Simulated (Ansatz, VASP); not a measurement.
**InSe2: VASP beside Ansatz**

```xyz
6
Lattice="3.8949 0.0000 0.0000 0.0000 3.8949 0.0000 0.0000 0.0000 9.6262" Properties=species:S:1:pos:R:3 pbc="T T T"
In    0.0000    1.9474    6.8006
In    1.9474    0.0000    2.8256
Se    0.0000    1.9474    3.5252
Se    1.9474    0.0000    6.1010
Se    0.0000    0.0000    0.0000
Se    1.9474    1.9474    0.0000
```

Alike in both runs: task relaxation of cell and atoms; functional PBE; k mesh 1 × 1 × 1; occupations gaussian, width 0.1 eV; no spin polarisation.

```csv
,VASP,Ansatz
version,VASP 6.6.1,Ansatz 0.2.0
potentials or method,"VASP PAW PBE potentials, release 64 (In_d, Se), cutoff 600 eV","scalar-relativistic, plane waves, PAW"
valence electrons in the cell,50,90
```

|  | VASP | Ansatz | Ansatz less VASP |
| --- | --- | --- | --- |
| gap on the k mesh at the Fermi level, each at its own relaxed structure (eV) | 0.77 | 0.78 | +0.009 |
| relaxed volume (Å³/atom) | 33.70 | 33.87 | +0.170 |
| relaxed cell length with the largest relative difference (Å) | 11.028 | 11.091 | +0.0626 |

VASP's potentials hold 50 valence electrons a cell and Ansatz's 90, so a difference there can come from the potentials and not from the codes.

The k mesh is coarse, so the values compare programs but aren't converged. Noted on VASP's run: the volume moved by over 15 % at a fixed basis, so the end points are rough.
